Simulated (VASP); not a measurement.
Write the native input for VASP 6.6.1 that does the following.

| Property | Result |
| --- | --- |
| Task | single point |
| Functional | PBEsol |
| Potentials or basis | VASP PAW PBE potentials, release 64 (Pt) |
| Cutoff | 520 eV |
| k mesh | 26 × 26 × 26 |
| Occupations | gaussian, width 0.15 eV |
| Spin | no spin polarisation |
| Dipole correction | no |
| Further INCAR settings | ALGO = Fast; EDIFF = 1e-07; NBANDS = 11 |

The structure of Pt lies in POSCAR:

```
Pt
1.0
    0.0000000000      2.0080061041      2.0569818628
    2.0080061041      0.0000000000      2.0569818628
    2.0080061041      2.0080061041      0.0000000000
Pt
1
Direct
    0.0000000000      0.0000000000      0.0000000000
```

This cell differs from its parent crystal: strain +0.025 along x and y, +0.050 along z.

These files were run (other wordings do the same):

INCAR

```
SYSTEM = Pt
  PREC = Accurate
  ENCUT = 520
  EDIFF = 1E-7
  ISMEAR = 0
  SIGMA = 0.15
  LREAL = .False.
  LASPH = .True.
  NELM = 60
  ALGO = Fast
  ISIF = 2
  LWAVE = .False.
  LCHARG = .True.
  GGA = PS
  LELF = .True.
  LVHAR = .True.
  NBANDS = 11
```

KPOINTS

```
regular mesh
0
Gamma
  26 26 26
  0 0 0
```

Potentials or basis: VASP PAW PBE potentials, release 64 (Pt).

The run is started by

```console
$ cat potpaw_PBE.64/Pt/POTCAR > POTCAR
$ mpirun -np 1 vasp_std > vasp.out
```

Results of the run:

- Pressure: -21.8 GPa
- Band gap on the k mesh: zero (band 5 reaches 9.86 eV, above the bottom of band 6 at 7.88 eV)

Caveat: the cell differs from its parent crystal (strain +0.025 along x and y, +0.050 along z); the PAW data sets were made with another functional, which shifts forces and pressure a little; spin-orbit coupling is left out, which moves the levels of the heavy elements.

Run time: 8.8 min on 1 thread of AMD EPYC 7R13, on a shared host, peak memory 0.32 GiB.
